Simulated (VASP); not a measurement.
# Pt (Fm-3m) in VASP: notebook

The runs below take Pt through single point, with PBE, r2SCAN.

Program: VASP 6.6.1. These are calculated values, not measurements. Logs are shortened: lines on timing, memory, paths and dates and some standing lists are left out, and cuts for length are marked.

**1. The cell of the first run**

Symmetry: Fm-3m, No. 225, cubic system. The conventional cell has a = 4.003 Å, b = 4.003 Å, c = 4.003 Å, α = 90.00°, β = 90.00°, γ = 90.00°. Within 3.7 Å of Pt (site symmetry m-3m) lie 12 Pt at 2.83 Å.

**2. Single point, PBE**

Contents of INCAR:

```
SYSTEM = Pt
ALGO = Fast
EDIFF = 1E-6
ENCUT = 520
GGA = PE
ISIF = 2
ISMEAR = 0
LASPH = .TRUE.
LCHARG = .FALSE.
LREAL = .FALSE.
LWAVE = .FALSE.
NBANDS = 11
NELM = 80
PREC = Accurate
SIGMA = 0.05
```

Contents of KPOINTS:

```
k-points
0
G
  8 8 8
  0 0 0
```

Contents of POSCAR:

```
Pt
1.0
    0.0000000000      2.0016167320      2.0016167320
    2.0016167320      0.0000000000      2.0016167320
    2.0016167320      2.0016167320      0.0000000000
Pt
1
Direct
    0.0000000000      0.0000000000      0.0000000000
```

Potentials or basis: VASP PAW PBE potentials, release 64 (Pt).

Started as:

```sh
> cat potpaw_PBE.64/Pt/POTCAR > POTCAR
> mpirun -np 1 vasp_std > vasp.out
```

OUTCAR:

```text
SYSTEM = Pt
   EDIFF = 1E-6
   ENCUT = 520
   GGA = PE
   ISIF = 2
   ISMEAR = 0
   LASPH = .TRUE.
   LREAL = .FALSE.
   NELM = 80
   PREC = Accurate

 ion  position               nearest neighbor table
   1  0.000  0.000  0.000-

  LATTYP: Found a face centered cubic cell.
 ALAT       =     4.0032334640

  Lattice vectors:

 A1 = (   0.0000000000,   2.0016167320,   2.0016167320)
 A2 = (   2.0016167320,   0.0000000000,   2.0016167320)
 A3 = (   2.0016167320,   2.0016167320,   0.0000000000)

Analysis of symmetry for initial positions (statically):
=====================================================================
 Subroutine PRICEL returns:
 Original cell was already a primitive cell.

 Routine SETGRP: Setting up the symmetry group for a
 face centered cubic supercell.

 Subroutine GETGRP returns: Found 48 space group operations
[... 9 lines left out ...]

 Routine SETGRP: Setting up the symmetry group for a
 face centered cubic supercell.

 Subroutine GETGRP returns: Found 48 space group operations
[... 11 lines left out ...]
                                     Primitive cell

  volume of cell :      16.0388

  direct lattice vectors                    reciprocal lattice vectors
     0.000000000  2.001616732  2.001616732    -0.249798072  0.249798072  0.249798072
     2.001616732  0.000000000  2.001616732     0.249798072 -0.249798072  0.249798072
     2.001616732  2.001616732  0.000000000     0.249798072  0.249798072 -0.249798072

  length of vectors
     2.830713529  2.830713529  2.830713529     0.432662952  0.432662952  0.432662952

  position of ions in fractional coordinates (direct lattice)
     0.000000000  0.000000000  0.000000000

  ion indices of the primitive-cell ions
   primitive index   ion index
                 1           1

----------------------------------------------------------------------------------------

 KPOINTS: k-points

Automatic generation of k-mesh.
 Grid dimensions read from file:
 generate k-points for:    8    8    8

 Generating k-lattice:

  Cartesian coordinates                     Fractional coordinates (reciprocal lattice)
    -0.031224759  0.031224759  0.031224759     0.125000000  0.000000000  0.000000000
     0.031224759 -0.031224759  0.031224759     0.000000000  0.125000000  0.000000000
     0.031224759  0.031224759 -0.031224759     0.000000000  0.000000000  0.125000000

  Length of vectors
     0.054082869  0.054082869  0.054082869

  Shift w.r.t. Gamma in fractional coordinates (k-lattice)
     0.000000000  0.000000000  0.000000000

 Subroutine IBZKPT returns following result:
 ===========================================

 Found     29 irreducible k-points:

 Following reciprocal coordinates:
            Coordinates               Weight
  0.000000  0.000000  0.000000      1.000000
  0.125000  0.000000  0.000000      8.000000
  0.250000  0.000000  0.000000      8.000000
  0.375000  0.000000  0.000000      8.000000
  0.500000  0.000000  0.000000      4.000000
  0.125000  0.125000  0.000000      6.000000
[... 16 lines left out ...]
  0.500000  0.250000  0.125000     48.000000
 -0.375000  0.250000  0.125000     24.000000
 [... further k-points ...]
   k-points           NKPTS =     29   k-points in BZ     NKDIM =     29   number of bands    NBANDS=     11
   number of dos      NEDOS =    301   number of ions     NIONS =      1
   total plane-waves  NPLWV =  13824
   dimension x,y,z NGX =    24 NGY =   24 NGZ =   24
   dimension x,y,z NGXF=    48 NGYF=   48 NGZF=   48
   ions per type =               1
   NGX,Y,Z   is equivalent  to a cutoff of  14.10, 14.10, 14.10 a.u.
   NGXF,Y,Z  is equivalent  to a cutoff of  28.19, 28.19, 28.19 a.u.
 SYSTEM =  Pt
   PREC   = accura    normal or accurate (medium, high low for compatibility)
   ISTART =      0    job   : 0-new  1-cont  2-samecut
   ICHARG =      2    charge: 1-file 2-atom 10-const
   ISPIN  =      1    spin polarized calculation?
   LNONCOLLINEAR =      F non collinear calculations
   LSORBIT =      F    spin-orbit coupling
   LASPH  =      T    aspherical Exc in radial PAW
   ENCUT  =  520.0 eV  38.22 Ry    6.18 a.u.   5.26  5.26  5.26*2*pi/ulx,y,z
   NELM   =     80;   NELMIN=  2; NELMDL= -5     # of ELM steps
   EDIFF  = 0.1E-05   stopping-criterion for ELM
   LREAL  =      F    real-space projection
   EDIFFG = 0.1E-04   stopping-criterion for IOM
   NSW    =      0    number of steps for IOM
   IBRION =     -1    ionic relax: 0-MD 1-quasi-New 2-CG
   NFREE  =      0    steps in history (QN), initial steepest desc. (CG)
   ISIF   =      2    stress and relaxation
   ISYM   =      2    0-nonsym 1-usesym 2-fastsym
   POTIM  = 0.5000    time-step for ionic-motion
   TEBEG  =    0.0;   TEEND  =   0.0 temperature during run
   PSTRESS=    0.0 pullay stress
   NELECT =      10.0000    total number of electrons
   NUPDOWN=      -1.0000    fix difference up-down
   EMIN   =  10.00;   EMAX   =-10.00  energy-range for DOS
   EFERMI =   0.00;   METHOD = LEGACY
   ISMEAR =     0;   SIGMA  =   0.05  broadening in eV -4-tet -1-fermi 0-gaus
   EFERMI_NEDOS =   21; number of points for ismear=-14 and -15
   IALGO  =     68    algorithm
   IMIX   =      4    mixing-type and parameters
     AMIX     =   0.40;   BMIX     =  1.00
     AMIX_MAG =   1.60;   BMIX_MAG =  1.00
  volume/ion in A,a.u.               =      16.04       108.24
  Fermi-wavevector in a.u.,A,eV,Ry     =   1.398569  2.642912 26.612932  1.955995
  Thomas-Fermi vector in A             =   2.521714
   LORBIT       =      0    0 simple, 1 ext, 2 COOP (PROOUT), +10 PAW based schemes
   GGA     = PE    functional components
   LHFCALC =     F    Hartree Fock is set to
   AEXX    =    0.0000 exact exchange contribution
   IVDW    =     0    specifies the selected vdW correction
   LEPSILON=     F    determine dielectric tensor
   LRPA    =     F    only Hartree local field effects (RPA)
 non-spin polarized calculation
 RMM-DIIS sequential band-by-band and
 Gauss-broadening in eV      SIGMA  =   0.05
  energy-cutoff  :      520.00
  volume of cell :       16.04
 maximum number of plane-waves:       445
 NGX is ok and might be reduce to    24
   NGX = 11   NGY = 11   NGZ = 11

 number of electron      10.0000000 magnetization

 Free energy of the ion-electron system (eV)
  ---------------------------------------------------
  ext. energy  EPLUGINS =         0.00000000
  ---------------------------------------------------
  free energy    TOTEN  =        -6.07254719 eV

  energy without entropy =       -6.06933686  energy(sigma->0) =       -6.07094203

 E-fermi :  10.0639     XC(G=0): -13.1309

 val. band max:       10.0524292275   @ k =  -0.2500   0.1250   0.0000
 cond. band min:      10.0673133405   @ k =   0.5000   0.5000   0.0000
 fundamental gap:      0.0148841131
 Fermi energy:        10.0639459642

 k-point     1 :       0.0000    0.0000    0.0000
  band No.  band energies     occupation
      1       0.5776      2.00000
      2       6.6585      2.00000
      3       6.6585      2.00000
      4       6.6585      2.00000
      5       8.5989      2.00000
      6       8.5989      2.00000
      7      24.9142      0.00000
      8      29.5329      0.00000
      9      29.5329      0.00000
     10      29.5329      0.00000
     11      34.6666      0.00000

 k-point     2 :       0.1250    0.0000    0.0000
  band No.  band energies     occupation
      1       1.1537      2.00000
      2       6.4441      2.00000
      3       6.8581      2.00000
      4       6.8581      2.00000
      5       8.5124      2.00000
      6       8.5124      2.00000
      7      25.6937      0.00000
      8      27.0779      0.00000
      9      30.3693      0.00000
     10      30.3693      0.00000
     11      35.5121      0.00000

 k-point     3 :       0.2500    0.0000    0.0000
  band No.  band energies     occupation
      1       2.5276      2.00000
      2       6.3542      2.00000
      3       7.0002      2.00000
      4       7.0002      2.00000
      5       8.7683      2.00000
      6       8.7683      2.00000
      7      23.0499      0.00000
      8      26.3952      0.00000
      9      32.0546      0.00000
     10      32.0546      0.00000
     11      33.1242      0.00000

 k-point     4 :       0.3750    0.0000    0.0000
  band No.  band energies     occupation
      1       3.3356      2.00000
      2       6.7495      2.00000
      3       6.7495      2.00000
      4       7.9113      2.00000
      5       9.6269      2.00000
      6       9.6269      2.00000
      7      18.4341      0.00000
      8      25.0855      0.00000
      9      29.9411      0.00000
     10      29.9411      0.00000
     11      35.9942      0.00000

 k-point     5 :       0.5000    0.0000    0.0000
  band No.  band energies     occupation
      1       3.3987      2.00000
      2       6.6070      2.00000
      3       6.6070      2.00000
      4       9.8974      2.00000
      5      10.1009      0.29622
      6      10.1009      0.29622
      7      15.4747      0.00000
      8      24.4646      0.00000
      9      28.6616      0.00000
     10      28.6616      0.00000
     11      37.4627      0.00000
[... 211 lines left out ...]
 k-point    21 :       0.5000    0.5000    0.0000
  band No.  band energies     occupation
      1       3.6776      2.00000
      2       4.0927      2.00000
      3      10.0673      0.92412
      4      10.5040      0.00000
      5      10.5040      0.00000
      6      12.0186      0.00000
      7      18.3278      0.00000
      8      21.3131      0.00000
      9      21.3131      0.00000
     10      29.5130      0.00000
     11      32.5267      0.00000

 k-point    22 :       0.3750    0.2500    0.1250
  band No.  band energies     occupation
      1       3.7446      2.00000
      2       5.4721      2.00000
      3       6.6600      2.00000
      4       8.1658      2.00000
      5       8.2488      2.00000
      6      10.0972      0.34702
      7      23.1921      0.00000
      8      25.2299      0.00000
      9      27.7092      0.00000
     10      30.0786      0.00000
     11      33.3810      0.00000

 k-point    23 :       0.5000    0.2500    0.1250
  band No.  band energies     occupation
      1       4.5586      2.00000
      2       5.9369      2.00000
      3       6.1825      2.00000
      4       7.9057      2.00000
      5       9.4169      2.00000
      6      11.8828      0.00000
      7      18.9762      0.00000
      8      23.9666      0.00000
      9      25.9836      0.00000
     10      30.0752      0.00000
     11      33.9039      0.00000

 k-point    24 :      -0.3750    0.2500    0.1250
  band No.  band energies     occupation
      1       4.5892      2.00000
      2       5.7516      2.00000
      3       6.9913      2.00000
      4       7.6666      2.00000
      5       9.9001      2.00000
      6      14.3723      0.00000
      7      15.2444      0.00000
      8      24.2544      0.00000
      9      24.8392      0.00000
     10      28.9323      0.00000
     11      35.6323      0.00000

 [... further k-points ...]
[... 5 lines left out ...]
  --------------------------------------------------------------------------------------
  -------------------------------------------------------------------------------------
  Total       -0.7019477     -0.7019477     -0.7019477     -0.0000000      0.0000000      0.0000000
  in kB      -70.1201045    -70.1201045    -70.1201045     -0.0000000      0.0000000      0.0000000
  external PRESSURE =     -70.1201045 kB  Pullay stress =       0.0000000 kB

 VOLUME and BASIS-vectors are now :
 -----------------------------------------------------------------------------
  energy-cutoff  :      520.00
  volume of cell :       16.04
      direct lattice vectors                 reciprocal lattice vectors
     0.000000000  2.001616732  2.001616732    -0.249798072  0.249798072  0.249798072
     2.001616732  0.000000000  2.001616732     0.249798072 -0.249798072  0.249798072
     2.001616732  2.001616732  0.000000000     0.249798072  0.249798072 -0.249798072

 POSITION                                       TOTAL-FORCE (eV/Angst)
 -----------------------------------------------------------------------------------
      0.00000      0.00000      0.00000         0.000000      0.000000      0.000000
 -----------------------------------------------------------------------------------
    total drift:                               -0.000000      0.000000     -0.000000

  FREE ENERGIE OF THE ION-ELECTRON SYSTEM (eV)
  ---------------------------------------------------
  free  energy   TOTEN  =        -6.0725471882 eV

  energy  without entropy=       -6.0693368628  energy(sigma->0) =       -6.07094203
```

Wall time 13 s (1 thread of AMD EPYC 9R45, shared host); peak memory 0.11 GiB.

What came out:

| Property | Result |
| --- | --- |
| Free energy | -6.0725 eV |
| Pressure | -7.0 GPa |
| Band gap on the k mesh | zero (band 5 reaches 10.51 eV, above the bottom of band 6 at 8.51 eV) |

Caveat: spin-orbit coupling is left out, which moves the levels of the heavy elements.

**3. Single point, PBE**

This run uses another cell than the first one, of 15.61 Å³/atom, 0.973 times its volume.

Contents of INCAR:

```
SYSTEM = Pt
PREC = Accurate ; ENCUT = 520
EDIFF = 1E-6 ; ISMEAR = 0
SIGMA = 0.05 ; LREAL = .FALSE.
LASPH = .TRUE. ; NELM = 60
ALGO = Fast ; ISIF = 2
LWAVE = .FALSE. ; LCHARG = .FALSE.
GGA = PE ; NBANDS = 11
```

Contents of KPOINTS:

```
regular mesh
0
G
  8 8 8
  0 0 0
```

Contents of POSCAR:

```
Pt
1.0
    0.0000000000      1.9834244386      1.9834244386
    1.9834244386      0.0000000000      1.9834244386
    1.9834244386      1.9834244386      0.0000000000
Pt
1
Direct
    0.0000000000      0.0000000000      0.0000000000
```

Potentials or basis: VASP PAW PBE potentials, release 64 (Pt).

Started as:

```sh
> cat potpaw_PBE.64/Pt/POTCAR > POTCAR
> mpirun -np 1 vasp_std > vasp.out
```

Run time: 14 s. Hardware: 1 thread of AMD EPYC 9R45, shared host; peak memory 0.11 GiB.

The run converged. Its results:

```yaml
Free_energy: -6.0828 eV
Pressure: -0.7 GPa
Band_gap_on_the_k_mesh: zero (band 5 reaches 11.04 eV, above the bottom of band 6 at 8.94 eV)
```

Levels at points of the mesh, in eV from the Fermi level:
```tsv
k point	band 3	band 4	band 5	band 6	band 7	band 8
(0.00, 0.00, 0.00)	-3.56	-3.56	-1.53	-1.53	14.79	19.56
(0.50, 0.00, 0.00)	-3.62	-0.28	0.04	0.04	5.61	14.34
(0.50, 0.50, 0.00)	0.01	0.47	0.47	1.90	8.55	11.34
```

Caveat: spin-orbit coupling is left out, which moves the levels of the heavy elements.

**4. Single point, r2SCAN**

This run uses another cell than the first one, of 15.29 Å³/atom, 0.953 times its volume.

Contents of POSCAR:

```
Pt
1.0
    0.0000000000      1.9700750518      1.9700750518
    1.9700750518      0.0000000000      1.9700750518
    1.9700750518      1.9700750518      0.0000000000
Pt
1
Direct
    0.0000000000      0.0000000000      0.0000000000
```

Contents of INCAR.step1:

```
SYSTEM = Pt
PREC = Accurate ; ENCUT = 520
ISMEAR = 0 ; SIGMA = 0.05
LREAL = .FALSE. ; LASPH = .TRUE.
NELM = 80 ; NBANDS = 11
GGA = PE ; ALGO = Normal
EDIFF = 1E-4 ; LWAVE = .TRUE.
LCHARG = .FALSE.
```

Contents of INCAR.step2:

```
SYSTEM = Pt
PREC = Accurate ; ENCUT = 520
EDIFF = 1E-7 ; ISMEAR = 0
SIGMA = 0.05 ; LREAL = .FALSE.
LASPH = .TRUE. ; NELM = 80
ALGO = Normal ; ISIF = 2
LWAVE = .FALSE. ; LCHARG = .TRUE.
METAGGA = R2SCAN ; LMIXTAU = .TRUE.
LELF = .TRUE. ; LVHAR = .TRUE.
NBANDS = 11 ; ISTART = 1
```

Contents of KPOINTS:

```
regular mesh
0
G
  18 18 18
  0 0 0
```

Started as:

```sh
> cat potpaw_PBE.64/Pt/POTCAR > POTCAR
> cp INCAR.step1 INCAR
> mpirun -np 1 vasp_std > vasp.out
> cp INCAR.step2 INCAR
> mpirun -np 1 vasp_std > vasp.out
```

It took 5.4 min on 1 thread of AMD EPYC 9R45, shared host; peak memory 0.14 GiB.

Results (log left out):

```
Free energy            : -51.4977 eV
Pressure               : 0.6 GPa
Band gap on the k mesh : zero (band 5 reaches 11.26 eV, above the bottom of band 6 at 8.94 eV)
```

Levels at points of the mesh, in eV from the Fermi level:
| k point | band 1 | band 2 | band 3 | band 4 | band 5 | band 6 | band 7 | band 8 | band 9 | band 10 |
| --- | --- | --- | --- | --- | --- | --- | --- | --- | --- | --- |
| (0.00, 0.00, 0.00) | -10.34 | -3.83 | -3.83 | -3.83 | -1.72 | -1.72 | 15.51 | 20.60 | 20.60 | 20.60 |
| (0.50, 0.00, 0.00) | -7.43 | -3.93 | -3.93 | -0.25 | 0.02 | 0.02 | 6.04 | 15.16 | 19.85 | 19.85 |
| (0.50, 0.50, 0.00) | -7.15 | -6.72 | -0.07 | 0.50 | 0.50 | 1.97 | 9.18 | 11.97 | 11.97 | 21.11 |

Caveat: the PAW data sets were made with another functional, which shifts forces and pressure a little; spin-orbit coupling is left out, which moves the levels of the heavy elements.

**5. Single point, r2SCAN**

This run uses another cell than the first one, of 15.61 Å³/atom, 0.973 times its volume.

Contents of POSCAR:

```
Pt
1.0
    0.0000000000      1.9834244386      1.9834244386
    1.9834244386      0.0000000000      1.9834244386
    1.9834244386      1.9834244386      0.0000000000
Pt
1
Direct
    0.0000000000      0.0000000000      0.0000000000
```

Contents of INCAR.step1:

```
  ALGO = Normal
  EDIFF = 1E-4
  ENCUT = 520
  GGA = PE
  ISMEAR = 0
  LASPH = True
  LCHARG = False
  LREAL = False
  LWAVE = True
  NBANDS = 11
  NELM = 60
  PREC = Accurate
  SIGMA = 0.05
```

Contents of INCAR.step2:

```
  ALGO = Normal
  EDIFF = 1E-6
  ENCUT = 520
  ISIF = 2
  ISMEAR = 0
  ISTART = 1
  LASPH = True
  LCHARG = False
  LMIXTAU = True
  LREAL = False
  LWAVE = False
  METAGGA = R2SCAN
  NBANDS = 11
  NELM = 60
  PREC = Accurate
  SIGMA = 0.05
```

Contents of KPOINTS:

```
k-points
0
Gamma
  18 18 18
```

Started as:

```sh
> cat potpaw_PBE.64/Pt/POTCAR > POTCAR
> cp INCAR.step1 INCAR
> mpirun -np 1 vasp_std > vasp.out
> cp INCAR.step2 INCAR
> mpirun -np 1 vasp_std > vasp.out
```

Wall time 5.1 min (1 thread of AMD EPYC 9R45, shared host); peak memory 0.14 GiB.

It converged, with:

- Free energy: -51.4938 eV
- Pressure: -4.6 GPa
- Band gap on the k mesh: zero (band 5 reaches 10.86 eV, above the bottom of band 6 at 8.62 eV)

Levels at points of the mesh, in eV from the Fermi level:
```tsv
k point	band 1	band 2	band 3	band 4	band 5	band 6	band 7	band 8	band 9	band 10
(0.00, 0.00, 0.00)	-10.11	-3.71	-3.71	-3.71	-1.67	-1.67	15.57	20.54	20.54	20.54
(0.50, 0.00, 0.00)	-7.22	-3.80	-3.80	-0.16	0.01	0.01	5.89	15.20	19.70	19.70
(0.50, 0.50, 0.00)	-6.92	-6.50	-0.07	0.48	0.48	2.01	8.96	11.90	11.90	20.85
```

Caveat: the PAW data sets were made with another functional, which shifts forces and pressure a little; spin-orbit coupling is left out, which moves the levels of the heavy elements.

**6. Summary**

```tsv
level	cell	k mesh	gap on the mesh (eV)	pressure (GPa)
PBE	a = 2.831 Å, angles 60.0°, 1 atom	8 × 8 × 8	none	-7.0
PBE	a = 2.805 Å, angles 60.0°, 1 atom	8 × 8 × 8	none	-0.7
r2SCAN	a = 2.786 Å, angles 60.0°, 1 atom	18 × 18 × 18	none	0.6
r2SCAN	a = 2.805 Å, angles 60.0°, 1 atom	18 × 18 × 18	none	-4.6
```

Alike in all rows: task single point; potentials or basis VASP PAW PBE potentials, release 64 (Pt); no spin polarisation; cutoff (eV) 520; smearing gaussian 0.05 eV.

Caveats: spin-orbit coupling is left out, which moves the levels of the heavy elements; the PAW data sets were made with another functional, which shifts forces and pressure a little (some runs).

Absolute energies hang on the potentials; compare differences alone.
